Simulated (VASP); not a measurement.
# Al2O3 (P-3m1) in VASP: notebook, part 2 of 2

VASP 6.6.1.

**4. Single point, r2SCAN (strain +0.080 along x and y, +0.080 along z)**

POSCAR

```
Al2O3
1.0
    3.2588811475      0.0000000000      0.0000000000
   -1.6294405738      2.8222738617      0.0000000000
    0.0000000000      0.0000000000      8.1806068824
Al O
2 3
Direct
    0.0000000000      0.0000000000      0.2779510000
    0.0000000000      0.0000000000      0.7220490000
    0.3333333333      0.6666666667      0.1994540000
    0.6666666667      0.3333333333      0.8005460000
    0.0000000000      0.0000000000      0.5000000000
```

INCAR.step1

```
PREC = Accurate
ENCUT = 520
ISMEAR = 0
SIGMA = 0.05
LREAL = False
LASPH = True
NELM = 100
NBANDS = 20
GGA = PE
ALGO = Normal
EDIFF = 1E-4
LWAVE = True
LCHARG = False
```

INCAR.step2

```
PREC = Accurate
ENCUT = 520
EDIFF = 1E-6
ISMEAR = 0
SIGMA = 0.05
LREAL = False
LASPH = True
NELM = 100
ALGO = Normal
ISIF = 2
LWAVE = False
LCHARG = True
METAGGA = R2SCAN
LMIXTAU = True
LELF = True
LVHAR = True
NBANDS = 20
ISTART = 1
```

KPOINTS

```
Automatic mesh
0
Gamma
  12 12 4
```

Potentials or basis: VASP PAW PBE potentials, release 64 (Al, O).

Started as:

```sh
$ cat potpaw_PBE.64/Al/POTCAR potpaw_PBE.64/O/POTCAR > POTCAR
$ cp INCAR.step1 INCAR
$ mpirun -np 1 vasp_std > vasp.out
$ cp INCAR.step2 INCAR
$ mpirun -np 1 vasp_std > vasp.out
```

OUTCAR:

```text
PREC = Accurate
   ENCUT = 520
   EDIFF = 1E-6
   ISMEAR = 0
   LREAL = False
   LASPH = True
   NELM = 100
   ISIF = 2
   METAGGA = R2SCAN
   ISTART = 1

 ion  position               nearest neighbor table
   1  0.000  0.000  0.278-   5 1.82   3 1.99   3 1.99   3 1.99
   2  0.000  0.000  0.722-   5 1.82   4 1.99   4 1.99   4 1.99
   3  0.333  0.667  0.199-   1 1.99   1 1.99   1 1.99
   4  0.667  0.333  0.801-   2 1.99   2 1.99   2 1.99
   5  0.000  0.000  0.500-   1 1.82   2 1.82

  LATTYP: Found a hexagonal cell.
 ALAT       =     3.2588811475
 C/A-ratio  =     2.5102501479

  Lattice vectors:

 A1 = (   3.2588811475,   0.0000000000,   0.0000000000)
 A2 = (  -1.6294405738,   2.8222738617,   0.0000000000)
 A3 = (   0.0000000000,   0.0000000000,   8.1806068824)

Analysis of symmetry for initial positions (statically):
=====================================================================
 Subroutine PRICEL returns:
 Original cell was already a primitive cell.

 Routine SETGRP: Setting up the symmetry group for a
 hexagonal supercell.

 Subroutine GETGRP returns: Found 12 space group operations
 (whereof 12 operations were pure point group operations)
 out of a pool of 24 trial point group operations.

The static configuration has the point symmetry D_3d.

Analysis of symmetry for dynamics (positions and initial velocities):
=====================================================================
 Subroutine PRICEL returns:
 Original cell was already a primitive cell.

 Routine SETGRP: Setting up the symmetry group for a
 hexagonal supercell.

 Subroutine GETGRP returns: Found 12 space group operations
 (whereof 12 operations were pure point group operations)
 out of a pool of 24 trial point group operations.

The dynamic configuration has the point symmetry D_3d.

 Subroutine INISYM returns: Found 12 space group operations
 (whereof 12 operations are pure point group operations),
 and found     1 'primitive' translations

----------------------------------------------------------------------------------------

                                     Primitive cell

  volume of cell :      75.2408

  direct lattice vectors                    reciprocal lattice vectors
     3.258881147  0.000000000  0.000000000     0.306853780  0.177162113  0.000000000
    -1.629440574  2.822273862  0.000000000     0.000000000  0.354324225  0.000000000
     0.000000000  0.000000000  8.180606882     0.000000000  0.000000000  0.122240320

  length of vectors
     3.258881147  3.258881148  8.180606882     0.354324225  0.354324225  0.122240320

  position of ions in fractional coordinates (direct lattice)
     0.000000000  0.000000000  0.277951000
     0.000000000  0.000000000  0.722049000
     0.333333333  0.666666667  0.199454000
     0.666666667  0.333333333  0.800546000
     0.000000000  0.000000000  0.500000000

  ion indices of the primitive-cell ions
   primitive index   ion index
                 1           1
                 2           2
                 3           3
                 4           4
                 5           5

----------------------------------------------------------------------------------------

 KPOINTS: Automatic mesh

Automatic generation of k-mesh.
 Grid dimensions read from file:
 generate k-points for:   12   12    4

 Generating k-lattice:

  Cartesian coordinates                     Fractional coordinates (reciprocal lattice)
     0.025571148  0.014763509  0.000000000     0.083333333 -0.000000000  0.000000000
     0.000000000  0.029527019  0.000000000     0.000000000  0.083333333  0.000000000
     0.000000000  0.000000000  0.030560080     0.000000000  0.000000000  0.250000000

  Length of vectors
     0.029527019  0.029527019  0.030560080

  Shift w.r.t. Gamma in fractional coordinates (k-lattice)
     0.000000000  0.000000000  0.000000000

 Subroutine IBZKPT returns following result:
 ===========================================

 Found     69 irreducible k-points:

 Following reciprocal coordinates:
            Coordinates               Weight
  0.000000  0.000000  0.000000      1.000000
  0.083333  0.000000  0.000000      6.000000
  0.166667  0.000000  0.000000      6.000000
  0.250000  0.000000  0.000000      6.000000
  0.333333  0.000000  0.000000      6.000000
  0.416667  0.000000  0.000000      6.000000
[... 16 lines left out ...]
  0.166667  0.000000  0.250000      6.000000
  0.000000  0.166667  0.250000      6.000000
 [... further k-points ...]
   k-points           NKPTS =     69   k-points in BZ     NKDIM =     69   number of bands    NBANDS=     20
   number of dos      NEDOS =    301   number of ions     NIONS =      5
   total plane-waves  NPLWV =  36864
   dimension x,y,z NGX =    24 NGY =   24 NGZ =   64
   dimension x,y,z NGXF=    48 NGYF=   48 NGZF=  128
   ions per type =               2   3
   NGX,Y,Z   is equivalent  to a cutoff of  12.24, 12.24, 13.01 a.u.
   NGXF,Y,Z  is equivalent  to a cutoff of  24.49, 24.49, 26.01 a.u.
 SYSTEM =  unknown system
   PREC   = accura    normal or accurate (medium, high low for compatibility)
   ISTART =      1    job   : 0-new  1-cont  2-samecut
   ICHARG =      0    charge: 1-file 2-atom 10-const
   ISPIN  =      1    spin polarized calculation?
   LNONCOLLINEAR =      F non collinear calculations
   LSORBIT =      F    spin-orbit coupling
   LASPH  =      T    aspherical Exc in radial PAW
   ENCUT  =  520.0 eV  38.22 Ry    6.18 a.u.   6.06  6.06 15.21*2*pi/ulx,y,z
   NELM   =    100;   NELMIN=  2; NELMDL=  0     # of ELM steps
   EDIFF  = 0.1E-05   stopping-criterion for ELM
   LREAL  =      F    real-space projection
   EDIFFG = 0.1E-04   stopping-criterion for IOM
   NSW    =      0    number of steps for IOM
   IBRION =     -1    ionic relax: 0-MD 1-quasi-New 2-CG
   NFREE  =      0    steps in history (QN), initial steepest desc. (CG)
   ISIF   =      2    stress and relaxation
   ISYM   =      2    0-nonsym 1-usesym 2-fastsym
   POTIM  = 0.5000    time-step for ionic-motion
   TEBEG  =    0.0;   TEEND  =   0.0 temperature during run
   PSTRESS=    0.0 pullay stress
   NELECT =      24.0000    total number of electrons
   NUPDOWN=      -1.0000    fix difference up-down
   EMIN   =  10.00;   EMAX   =-10.00  energy-range for DOS
   EFERMI =   0.00;   METHOD = LEGACY
   ISMEAR =     0;   SIGMA  =   0.05  broadening in eV -4-tet -1-fermi 0-gaus
   EFERMI_NEDOS =   21; number of points for ismear=-14 and -15
   IALGO  =     38    algorithm
   IMIX   =      4    mixing-type and parameters
     AMIX     =   0.40;   BMIX     =  1.00
     AMIX_MAG =   1.60;   BMIX_MAG =  1.00
  volume/ion in A,a.u.               =      15.05       101.55
  Fermi-wavevector in a.u.,A,eV,Ry     =   1.118564  2.113779 17.023412  1.251185
  Thomas-Fermi vector in A             =   2.255196
   LORBIT       =      0    0 simple, 1 ext, 2 COOP (PROOUT), +10 PAW based schemes
   METAGGA = R2SCAN    functional components
   LHFCALC =     F    Hartree Fock is set to
   AEXX    =    0.0000 exact exchange contribution
   IVDW    =     0    specifies the selected vdW correction
   LEPSILON=     F    determine dielectric tensor
   LRPA    =     F    only Hartree local field effects (RPA)
 non-spin polarized calculation
 Gauss-broadening in eV      SIGMA  =   0.05
  energy-cutoff  :      520.00
  volume of cell :       75.24
 maximum number of plane-waves:      2058
   NGX = 13   NGY = 13   NGZ = 31

 number of electron      24.0000014 magnetization

 Free energy of the ion-electron system (eV)
  ---------------------------------------------------
  ext. energy  EPLUGINS =         0.00000000
  ---------------------------------------------------
  free energy    TOTEN  =       -44.75583729 eV

  energy without entropy =      -44.75583729  energy(sigma->0) =      -44.75583729

 E-fermi :   2.0893     XC(G=0):  -9.1481

 val. band max:        1.8845376057   @ k =   0.0000   0.0000   0.0000
 cond. band min:       3.2670669323   @ k =   0.0000   0.0000   0.0000
 fundamental gap:      1.3825293266
 Fermi energy:         2.0893200614

 k-point     1 :       0.0000    0.0000    0.0000
  band No.  band energies     occupation
      1     -17.8136      2.00000
      2     -17.7215      2.00000
      3     -15.3558      2.00000
      4      -3.4955      2.00000
      5      -2.0422      2.00000
      6      -1.6698      2.00000
[... 12 lines left out ...]
     19      12.7736      0.00000
[... 513 lines left out ...]
      4      -3.5694      2.00000
      5      -2.5523      2.00000
      6      -2.3363      2.00000
[... 12 lines left out ...]
     19      13.2068      0.00000
     20      13.6180      0.00000

 [... further k-points ...]
[... 5 lines left out ...]
  --------------------------------------------------------------------------------------
  -------------------------------------------------------------------------------------
  Total      -12.2268616    -12.2268616    -15.1463809      0.0000000      0.0000000      0.0000000
  in kB     -260.3588703   -260.3588703   -322.5271351      0.0000000      0.0000000      0.0000000
  external PRESSURE =    -281.0816252 kB  Pullay stress =       0.0000000 kB

 VOLUME and BASIS-vectors are now :
 -----------------------------------------------------------------------------
  energy-cutoff  :      520.00
  volume of cell :       75.24
      direct lattice vectors                 reciprocal lattice vectors
     3.258881147  0.000000000  0.000000000     0.306853780  0.177162113  0.000000000
    -1.629440574  2.822273862  0.000000000     0.000000000  0.354324225  0.000000000
     0.000000000  0.000000000  8.180606882     0.000000000  0.000000000  0.122240320

 POSITION                                       TOTAL-FORCE (eV/Angst)
 -----------------------------------------------------------------------------------
      0.00000      0.00000      2.27381        -0.000000      0.000000      1.768703
      0.00000      0.00000      5.90680         0.000000     -0.000000     -1.768703
     -0.00000      1.88152      1.63165        -0.000000     -0.000000      1.709414
      1.62944      0.94076      6.54895         0.000000      0.000000     -1.709414
      0.00000      0.00000      4.09030         0.000000      0.000000      0.000000
 -----------------------------------------------------------------------------------
    total drift:                                0.000000      0.000000     -0.000000

  FREE ENERGIE OF THE ION-ELECTRON SYSTEM (eV)
  ---------------------------------------------------
  free  energy   TOTEN  =       -44.7558372866 eV

  energy  without entropy=      -44.7558372866  energy(sigma->0) =      -44.75583729
```

It took 2.2 min on 1 thread of Intel Xeon 6975P-C (Granite Rapids), shared host; peak memory 0.24 GiB.

Results:

```yaml
Free_energy: -44.7558 eV
Pressure: -28.1 GPa
Largest_force: 1.769 eV/Å
Band_gap_on_the_k_mesh: 1.38 eV, direct
```

Forces in eV/Å, atoms in the order of the input:
```
Al   0.000  0.000  1.769
Al   0.000  0.000 -1.769
O    0.000  0.000  1.709
O    0.000  0.000 -1.709
O    0.000  0.000  0.000
```

Stress tensor (GPa, compression positive):
```
-26.04   0.00   0.00
  0.00 -26.04   0.00
  0.00   0.00 -32.25
```

Levels at points of the mesh, in eV from the valence-band top:
```
           k point  band 9  band 10  band 11  band 12  band 13  band 14  band 15  band 16
(0.00, 0.00, 0.00)   -3.55    -2.25     0.00     0.00     1.38     3.16     6.66     9.72
(0.50, 0.00, 0.00)   -3.16    -2.89    -1.43    -0.35     4.59     5.68     6.83     8.18
(0.00, 0.00, 0.50)   -3.42    -2.79     0.00     0.00     2.20     2.34     7.39     8.09
(0.50, 0.00, 0.50)   -3.03    -3.02    -1.41    -0.34     4.86     5.30     6.73     7.89
```

Caveat: the cell differs from its parent crystal (strain +0.080 along x and y, +0.080 along z); the PAW data sets were made with another functional, which shifts forces and pressure a little. A k mesh can miss the band edges.

**5. Summary**

```tsv
cell	gap on the mesh (eV)	pressure (GPa)	largest force (eV/Å)
a = 3.138, b = 3.138, c = 8.181 Å, angles 90.0, 90.0, 120.0°, 5 atoms	1.47	-23.7	2.05
a = 3.259, b = 3.259, c = 7.878 Å, angles 90.0, 90.0, 120.0°, 5 atoms	1.99	-25.2	1.44
a = 3.259, b = 3.259, c = 8.181 Å, angles 90.0, 90.0, 120.0°, 5 atoms	1.38	-28.1	1.77
```

Alike in all rows: task single point; level r2SCAN; potentials or basis VASP PAW PBE potentials, release 64 (Al, O); no spin polarisation; k mesh 12 × 12 × 4; cutoff (eV) 520; smearing gaussian 0.05 eV.

Caveats: the PAW data sets were made with another functional, which shifts forces and pressure a little.

Total energies depend on the potentials used, so only differences within one code and one set of settings carry meaning.
